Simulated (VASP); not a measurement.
# ErBe: single point with PBE

ErBe:

```
CELL_PARAMETERS angstrom
3.34534 -0.00030 -0.00054
-0.00030 3.34621 -0.00046
-0.00021 -0.00023 6.82316
ATOMIC_POSITIONS crystal
Er 0.49991 0.49997 0.25002
Er 0.50005 0.50007 0.75003
Be 0.00002 0.99999 0.99992
Be 0.00003 0.99996 0.50003
```

```
Program                : VASP 6.6.1
Task                   : single point
Functional             : PBE
Potentials or basis    : VASP PAW PBE potentials, release 64 (Er_3, Be), 4f in core
Cutoff                 : 600 eV
k mesh                 : 6 × 6 × 4
Occupations            : gaussian, width 0.2 eV
Spin                   : no spin polarisation
Dipole correction      : no
Mended                 : yes
Further INCAR settings : ALGO = Normal; EDIFF = 1e-06; NBANDS = 19
```

| Quantity | Value |
| --- | --- |
| Pressure | 0.3 GPa |
| Band gap on the k mesh | zero (bands 11 and 12 overlap by 1.80 eV) |

Forces on the atoms (eV/Å):
```
Er   0.002  0.000 -0.001
Er   0.000 -0.001 -0.002
Be  -0.001  0.000  0.002
Be  -0.001  0.001  0.000
```

Levels at points of the mesh, in eV from the Fermi level:
```csv
k point,band 9,band 10,band 11,band 12,band 13,band 14
"(0.00, 0.00, 0.00)",-3.00,-0.13,-0.12,0.76,1.73,1.73
"(0.50, 0.00, 0.00)",-2.85,-0.16,-0.06,-0.05,0.86,1.41
"(0.00, 0.50, 0.00)",-2.85,-0.16,-0.06,-0.05,0.86,1.41
"(0.50, 0.50, 0.00)",-2.16,-2.16,-0.05,-0.05,0.09,1.46
"(0.00, 0.00, 0.50)",-0.85,-0.85,0.27,0.27,2.62,2.62
"(0.50, 0.00, 0.50)",-2.61,-2.61,0.47,0.47,1.32,1.32
"(0.00, 0.50, 0.50)",-2.61,-2.61,0.47,0.47,1.32,1.32
"(0.50, 0.50, 0.50)",-1.33,-1.33,-1.33,-1.33,2.06,2.06
```

It took 120 s on 1 thread of Intel(R) Xeon(R) Platinum 8259CL CPU @ 2.50GHz (Skylake/Cascade Lake) (shared host), peak memory 0.28 GiB.

Caveat: spin-orbit coupling is left out, which moves the levels of the heavy elements; the 4f electrons are frozen in the core, so they carry no moment and show no levels. Spin polarisation is off, so any magnetic state and its effect on volume and gap are missing.
